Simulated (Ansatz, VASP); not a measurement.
## ZrB3 in VASP and in Ansatz

```
Zr B
1.0
     3.57857    0.00000    0.00000
    -1.78928    3.09913    0.00000
     0.00000    0.00000    3.58245
Zr B
1 3
Direct
  0.00000 0.00000 0.00000
  0.50000 0.50000 0.50000
  0.00000 0.50000 0.50000
  0.50000 0.00000 0.50000
```

Alike in both runs: functional PBE; k mesh 15 × 15 × 14; occupations gaussian, width 0.1 eV; no spin polarisation.

Ansatz relaxed the structure, and its values are those at the end. VASP's run is a single point on that final structure, the one shown.

```csv
,VASP,Ansatz
version,VASP 6.6.1,Ansatz 0.2.0
potentials or method,"VASP PAW PBE potentials, release 64 (Zr_sv, B), cutoff 500 eV","scalar-relativistic, plane waves, PAW"
valence electrons in the cell,21,21
```

|  | VASP | Ansatz | Ansatz less VASP |
| --- | --- | --- | --- |
| gap on the k mesh at the Fermi level (eV) | none | none | - |
| pressure (GPa) | 0.1 | 0.0 | -0.11 |

A gap of «none» marks a metal or a gap that the smearing closes.
